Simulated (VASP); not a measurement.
# Pd (Im-3m) in VASP: further runs, part 2 of 2

VASP 6.6.1.

## Step 3: Relaxation of cell and atoms, LDA

This run uses another cell than the first one, of 14.75 Å³/atom, 1.079 times its volume.

INCAR reads:

```
SYSTEM = Pd
ALGO = Normal ; EDIFF = 1E-7
EDIFFG = -0.01 ; ENCUT = 500
GGA = CA ; GGA_COMPAT = .FALSE.
IBRION = 2 ; ISIF = 3
ISMEAR = -1 ; LASPH = .TRUE.
LCHARG = .FALSE. ; LREAL = .FALSE.
LWAVE = .FALSE. ; NELM = 120
NELMIN = 4 ; NSW = 80
PREC = Accurate ; SIGMA = 0.05
```

KPOINTS reads:

```
k-points
0
G
  10 10 10
  0 0 0
```

POSCAR reads:

```
Pd
1.0
    1.5450000000      1.5450000000      1.5450000000
   -1.5450000000      1.5450000000      1.5450000000
   -1.5450000000     -1.5450000000      1.5450000000
Pd
1
Direct
    0.0000000000      0.0000000000      0.0000000000
```

Potentials or basis: VASP PAW LDA potentials, release 64 (Pd).

Launch:

```bash
$ cat potpaw_LDA.64/Pd/POTCAR > POTCAR
$ mpirun -np 1 vasp_std > vasp.out
```

OUTCAR:

```text
SYSTEM = Pd
   EDIFF = 1E-7
   EDIFFG = -0.01
   ENCUT = 500
   GGA = CA
   IBRION = 2
   ISIF = 3
   ISMEAR = -1
   LASPH = .TRUE.
   LREAL = .FALSE.
   NELM = 120
   NELMIN = 4
   NSW = 80
   PREC = Accurate

 ion  position               nearest neighbor table
   1  0.000  0.000  0.000-

  LATTYP: Found a body centered cubic cell.
 ALAT       =     3.0900000000

  Lattice vectors:

 A1 = (   1.5450000000,  -1.5450000000,  -1.5450000000)
 A2 = (   1.5450000000,   1.5450000000,   1.5450000000)
 A3 = (  -1.5450000000,  -1.5450000000,   1.5450000000)

Analysis of symmetry for initial positions (statically):
=====================================================================
 Subroutine PRICEL returns:
 Original cell was already a primitive cell.

 Routine SETGRP: Setting up the symmetry group for a
 body centered cubic supercell.

 Subroutine GETGRP returns: Found 48 space group operations
 (whereof 48 operations were pure point group operations)
 out of a pool of 48 trial point group operations.

The static configuration has the point symmetry O_h .

Analysis of symmetry for dynamics (positions and initial velocities):
=====================================================================
 Subroutine PRICEL returns:
 Original cell was already a primitive cell.

 Routine SETGRP: Setting up the symmetry group for a
 body centered cubic supercell.

 Subroutine GETGRP returns: Found 48 space group operations
 (whereof 48 operations were pure point group operations)
 out of a pool of 48 trial point group operations.

The dynamic configuration has the point symmetry O_h .

 Subroutine INISYM returns: Found 48 space group operations
 (whereof 48 operations are pure point group operations),
 and found     1 'primitive' translations

----------------------------------------------------------------------------------------

                                     Primitive cell

  volume of cell :      14.7518

  direct lattice vectors                    reciprocal lattice vectors
     1.545000000  1.545000000  1.545000000     0.323624595  0.000000000  0.323624595
[... 92 lines left out ...]
   POTIM  = 0.5000    time-step for ionic-motion
   TEBEG  =    0.0;   TEEND  =   0.0 temperature during run
   PSTRESS=    0.0 pullay stress
   NELECT =      10.0000    total number of electrons
   NUPDOWN=      -1.0000    fix difference up-down
   EMIN   =  10.00;   EMAX   =-10.00  energy-range for DOS
   EFERMI =   0.00;   METHOD = LEGACY
   ISMEAR =    -1;   SIGMA  =   0.05  broadening in eV -4-tet -1-fermi 0-gaus
   EFERMI_NEDOS =   21; number of points for ismear=-14 and -15
   IALGO  =     38    algorithm
   IMIX   =      4    mixing-type and parameters
     AMIX     =   0.40;   BMIX     =  1.00
     AMIX_MAG =   1.60;   BMIX_MAG =  1.00
  volume/ion in A,a.u.               =      14.75        99.55
  Fermi-wavevector in a.u.,A,eV,Ry     =   1.438113  2.717640 28.139148  2.068169
  Thomas-Fermi vector in A             =   2.557116
   LORBIT       =      0    0 simple, 1 ext, 2 COOP (PROOUT), +10 PAW based schemes
   GGA     = CA    functional components
   LHFCALC =     F    Hartree Fock is set to
   AEXX    =    0.0000 exact exchange contribution
   IVDW    =     0    specifies the selected vdW correction
   LEPSILON=     F    determine dielectric tensor
   LRPA    =     F    only Hartree local field effects (RPA)
 conjugate gradient relaxation of ions
 non-spin polarized calculation
  energy-cutoff  :      500.00
  volume of cell :       14.75
 maximum number of plane-waves:       386
   NGX =  9   NGY =  9   NGZ =  9

--------------------------------------- Ionic step        1  -------------------------------------------

 number of electron      10.0000000 magnetization

 Free energy of the ion-electron system (eV)
  ---------------------------------------------------
  ext. energy  EPLUGINS =         0.00000000
  ---------------------------------------------------
  free energy    TOTEN  =        -6.43328550 eV

  energy without entropy =       -6.42287797  energy(sigma->0) =       -6.42808174

 E-fermi :   9.5713     XC(G=0): -13.5148

 val. band max:        9.5654182246   @ k =   0.4000   0.2000   0.2000
 cond. band min:       9.6479323509   @ k =   0.5000   0.4000   0.3000
 fundamental gap:      0.0825141263
 Fermi energy:         9.5712899419

 k-point     1 :       0.0000    0.0000    0.0000
  band No.  band energies     occupation
      1       2.3601      2.00000
      2       6.5747      2.00000
      3       6.5748      2.00000
      4       6.5748      2.00000
      5       8.6289      2.00000
      6       8.6289      2.00000
      7      28.9055      0.00000
      8      28.9055      0.00000
      9      28.9055      0.00000
[... 380 lines left out ...]
--------------------------------------- Ionic step        4  -------------------------------------------

 number of electron       9.9999995 magnetization

 Free energy of the ion-electron system (eV)
  ---------------------------------------------------
  ext. energy  EPLUGINS =         0.00000000
  ---------------------------------------------------
  free energy    TOTEN  =        -6.44443844 eV

  energy without entropy =       -6.43525302  energy(sigma->0) =       -6.43984573

 E-fermi :  10.1708     XC(G=0): -13.7274

 val. band max:       10.1674876191   @ k =   0.4000   0.2000   0.2000
 cond. band min:      10.2547334309   @ k =   0.5000   0.4000   0.3000
 fundamental gap:      0.0872458118
 Fermi energy:        10.1708301236

 k-point     1 :       0.0000    0.0000    0.0000
  band No.  band energies     occupation
      1       2.6922      2.00000
      2       7.0090      2.00000
      3       7.0090      2.00000
      4       7.0090      2.00000
      5       9.1707      2.00000
      6       9.1707      2.00000
      7      29.5707      0.00000
      8      29.5707      0.00000
      9      29.5707      0.00000
[... 304 lines left out ...]
  FREE ENERGIE OF THE ION-ELECTRON SYSTEM (eV)
  ---------------------------------------------------
  free  energy   TOTEN  =        -6.4444384355 eV

  energy  without entropy=       -6.4352530196  energy(sigma->0) =       -6.43984573

 reached required accuracy - stopping structural energy minimisation
```

CONTCAR:

```text
Pd
   1.00000000000000
     1.5273022203780802    1.5273022203780802    1.5273022203780802
    -1.5273022203780802    1.5273022203780802    1.5273022203780802
    -1.5273022203780802   -1.5273022203780802    1.5273022203780802
  Pd
     1
Direct
     1.0000000000000000    0.0000000000000000    0.0000000000000000

  0.00000000E+00  0.00000000E+00  0.00000000E+00
```

It took 17 s on 1 thread of AMD EPYC 9R45 (Zen 5), shared host; peak memory 0.09 GiB.

Results:

- Free energy: -6.4444 eV
- Relaxed volume: 14.25 Å³/atom
- Relaxed cell: a = 2.645 Å, b = 2.645 Å, c = 2.645 Å, α = 70.53°, β = 109.47°, γ = 70.53°
- Space group after relaxing (to 0.05 Å): Im-3m (No. 229)
- Energy gained by relaxing: 11.2 meV/atom
- Ionic steps: 4
- Pressure after relaxing: 0.0 GPa
- Band gap on the k mesh: zero (band 5 reaches 10.83 eV, above the bottom of band 6 at 9.16 eV)

Step by step:
| step | energy change (eV) | largest force (eV/Å) | pressure (GPa) | volume (Å³) |
| --- | --- | --- | --- | --- |
| 1 | 0.0000 | 0.0000 | -6.87 | 14.75 |
| 2 | 0.0247 | 0.0000 | 15.12 | 13.44 |
| 3 | -0.0111 | 0.0000 | -0.14 | 14.26 |
| 4 | -0.0112 | 0.0000 | 0.01 | 14.25 |

Final structure:
```cif
data_structure
_symmetry_space_group_name_H-M 'P 1'
_symmetry_Int_Tables_number 1
_cell_length_a 2.6454
_cell_length_b 2.6454
_cell_length_c 2.6454
_cell_angle_alpha 70.529
_cell_angle_beta 109.471
_cell_angle_gamma 70.529
_cell_volume 14.25
loop_
_atom_site_label
_atom_site_type_symbol
_atom_site_fract_x
_atom_site_fract_y
_atom_site_fract_z
_atom_site_occupancy
Pd1 Pd 0.00000 0.00000 0.00000 1
```

## Step 4: Relaxation of cell and atoms, LDA, target pressure 5 GPa, at which the enthalpy is minimised

This run uses another cell than the first one, of 14.75 Å³/atom, 1.079 times its volume.

INCAR reads:

```
PREC = Accurate
ENCUT = 500
EDIFF = 1E-7
ISMEAR = -1
SIGMA = 0.05
LREAL = False
LASPH = True
NELM = 120
ALGO = Normal
ISIF = 3
LWAVE = False
LCHARG = False
IBRION = 2
NSW = 80
EDIFFG = -0.01
PSTRESS = 50.0
GGA_COMPAT = False
NELMIN = 4
```

KPOINTS reads:

```
Automatic mesh
0
Gamma
  10 10 10
```

POSCAR is that of step 3.

Launch:

```bash
$ cat potpaw_LDA.64/Pd/POTCAR > POTCAR
$ mpirun -np 1 vasp_std > vasp.out
```

Run time: 19 s. Hardware: 1 thread of AMD EPYC 9R45 (Zen 5), shared host; peak memory 0.1 GiB.

Results (log left out):

- Free energy: -6.4400 eV
- Relaxed volume: 13.96 Å³/atom
- Relaxed cell: a = 2.627 Å, b = 2.627 Å, c = 2.627 Å, α = 70.53°, β = 109.47°, γ = 70.53°
- Space group after relaxing (to 0.05 Å): Im-3m (No. 229)
- Energy change on relaxing (the enthalpy is what falls): -6.7 meV/atom
- Ionic steps: 4
- Pressure after relaxing: 4.9 GPa
- Band gap on the k mesh: zero (band 5 reaches 11.23 eV, above the bottom of band 6 at 9.50 eV)

Step by step:
| step | energy change (eV) | largest force (eV/Å) | pressure (GPa) | volume (Å³) |
| --- | --- | --- | --- | --- |
| 1 | 0.0000 | 0.0000 | -6.87 | 14.75 |
| 2 | 0.1751 | 0.0000 | 39.93 | 12.54 |
| 3 | -0.0074 | 0.0000 | 4.53 | 13.98 |
| 4 | -0.0067 | 0.0000 | 4.89 | 13.96 |

Final structure:
```
Pd
1.0
     1.51667    1.51667    1.51667
    -1.51667    1.51667    1.51667
    -1.51667   -1.51667    1.51667
Pd
1
Direct
  0.00000 0.00000 0.00000
```

Levels at points of the mesh, in eV from the Fermi level:
```tsv
k point	band 1	band 2	band 3	band 4	band 5	band 6	band 7	band 8	band 9
(0.00, 0.00, 0.00)	-7.65	-3.27	-3.27	-3.27	-1.04	-1.04	19.43	19.43	19.43
(0.50, 0.00, 0.00)	-5.82	-4.59	-1.12	-0.76	0.68	1.25	8.40	15.22	18.29
(0.50, 0.50, 0.50)	-5.76	-5.76	0.25	0.25	0.25	9.35	9.35	9.35	18.49
```

Caveat: the cell is relaxed towards a set pressure, so the enthalpy falls and the energy may rise.

## Step 5: The runs side by side

```csv
task,cell,gap on the mesh (eV),pressure (GPa)
single point,"a = 2.609 Å, angles 70.5, 109.5, 70.5°, 1 atom",none,10.3
relaxation of cell and atoms,"relaxed from a = 2.676 Å, angles 70.5, 109.5, 70.5°, 1 atom",none,0.0
relaxation of cell and atoms,"relaxed to 5 GPa from a = 2.676 Å, angles 70.5, 109.5, 70.5°, 1 atom",none,4.9
```

Alike in all rows: level LDA; potentials or basis VASP PAW LDA potentials, release 64 (Pd); no spin polarisation; k mesh 10 × 10 × 10; cutoff (eV) 500; smearing fermi-dirac 0.05 eV.

Caveats: the cell is relaxed towards a set pressure, so the enthalpy falls and the energy may rise (some runs).

Total energies depend on the potentials used, so only differences within one code and one set of settings carry meaning.
